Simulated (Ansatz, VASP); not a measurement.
**KCl: VASP beside Ansatz**

Contents of INCAR:

```
SYSTEM = KCl
PREC     = Accurate       ! precision mode
ENCUT    = 520            ! plane-wave cutoff, eV
EDIFF    = 1E-6           ! SCF threshold, eV
ISMEAR   = -1             ! smearing method
SIGMA    = 0.02           ! smearing width, eV
LREAL    = .FALSE.        ! projectors in reciprocal space
LASPH    = .TRUE.         ! aspherical terms in the spheres
NELM     = 100            ! most SCF steps
ALGO     = Normal         ! electronic algorithm
ISIF     = 2              ! what is computed and relaxed
LWAVE    = .FALSE.        ! write WAVECAR
LCHARG   = .TRUE.         ! write CHGCAR
GGA      = PE             ! functional
LELF     = .TRUE.         ! ELF
LVHAR    = .TRUE.       
NBANDS   = 24             ! bands
```

File KPOINTS:

```
Automatic mesh
0
G
  6 6 4
  0 0 0
```

POSCAR

```
KCl
1.0
    5.2636465035      0.0000000000      0.0000000000
   -2.6318232518      4.5584515885      0.0000000000
    0.0000000000      0.0000000000      6.1455798325
K Cl
2 2
Direct
    0.3333333333      0.6666666667     -0.0625000000
    0.6666666667      0.3333333333      0.4375000000
    0.3333333333      0.6666666667      0.4375000000
    0.6666666667      0.3333333333      0.9375000000
```

Input for Ansatz:

```yaml
crystal:
  lattice:
    - [5.2636465035, 0.0, 0.0]
    - [-2.6318232518, 4.5584515885, 0.0]
    - [0.0, 0.0, 6.1455798325]
  atoms:
    - { symbol: K, position: [0.3333333333, 0.6666666667, -0.0625] }
    - { symbol: K, position: [0.6666666667, 0.3333333333, 0.4375] }
    - { symbol: Cl, position: [0.3333333333, 0.6666666667, 0.4375] }
    - { symbol: Cl, position: [0.6666666667, 0.3333333333, 0.9375] }
kpoints:
  mp_grid: { grid: [6, 6, 4] }
  band_path:
    path:
      - [0.0, 0.0, 0.0]
      - [0.5, 0.0, 0.0]
      - [0.3333333333, 0.3333333333, 0.0]
      - [0.0, 0.0, 0.5]
      - [0.5, 0.0, 0.5]
      - [0.3333333333, 0.3333333333, 0.5]
    npoints: 1
hamiltonian:
  xc: pbe
scf:
  occupations: { method: fermi_dirac, width: 0.02 }
  n_extra_bands: 5
output:
  forces: true
  stress: true
  eigenvalues: true
```

Change from the starting cell: hydrostatic strain -1.5%.

Alike in both runs: task single point; functional PBE; k mesh 6 × 6 × 4; occupations fermi-dirac, width 0.02 eV; no spin polarisation.

```csv
,VASP,Ansatz
version,VASP 6.6.1,Ansatz 0.2.0
potentials or method,"VASP PAW PBE potentials, release 64 (K_sv, Cl)","plane waves, PAW"
plane-wave cutoff (eV),520,420
valence electrons in the cell,32,32
```

```tsv
	VASP	Ansatz	Ansatz less VASP
gap on the k mesh at the Fermi level (eV)	4.86	4.86	+0.002
pressure (GPa)	1.2	1.2	-0.03
traceless stress, the component that is largest in VASP (GPa)	0.24	0.23	-0.008
```
